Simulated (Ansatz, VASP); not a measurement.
## Zn in VASP and in Ansatz

File INCAR:

```
SYSTEM = Zn
PREC = Accurate
ENCUT = 520
EDIFF = 1E-7
ISMEAR = 0
SIGMA = 0.15
LREAL = .FALSE.
LASPH = .TRUE.
NELM = 100
ALGO = Fast
ISIF = 2
LWAVE = .FALSE.
LCHARG = .FALSE.
GGA = PE
NBANDS = 12
```

The input KPOINTS:

```
Automatic mesh
0
G
  22 22 22
  0 0 0
```

File POSCAR:

```
Zn
1.0
    0.2825752321      2.2144934094      2.2144934094
    2.2144934094      0.2825752321      2.2144934094
    2.2144934094      2.2144934094      0.2825752321
Zn
1
Direct
    0.0000000000      0.0000000000      0.0000000000
```

Input for Ansatz:

```yaml
crystal:
  lattice:
    - [0.2825752321, 2.2144934094, 2.2144934094]
    - [2.2144934094, 0.2825752321, 2.2144934094]
    - [2.2144934094, 2.2144934094, 0.2825752321]
  atoms:
    - { symbol: Zn, position: [0.0, 0.0, 0.0] }
basis:
  ecutwfc: 520.0
kpoints:
  mp_grid: { grid: [22, 22, 22] }
hamiltonian:
  xc: pbe
scf:
  occupations: { method: gaussian, width: 0.15 }
output:
  forces: true
  stress: true
  eigenvalues: true
```

Alike in both runs: task single point; functional PBE; k mesh 22 × 22 × 22; occupations gaussian, width 0.15 eV; no spin polarisation.

```csv
,VASP,Ansatz
version,VASP 6.6.1,Ansatz 0.2.0
potentials or method,"VASP PAW PBE potentials, release 64 (Zn), cutoff 520 eV","scalar-relativistic, plane waves, PAW"
valence electrons in the cell,12,12
```

Ansatz gave:

```
gap on the k mesh at the Fermi level (eV)                     : none
pressure (GPa)                                                : -6.0
traceless stress, the component that is largest in VASP (GPa) : 0.77
```

Which values does VASP return?

gap on the k mesh at the Fermi level (eV): none; pressure (GPa): -5.7; traceless stress, the component that is largest in VASP (GPa): 0.71.

A gap of «none» marks a metal or a gap that the smearing closes.
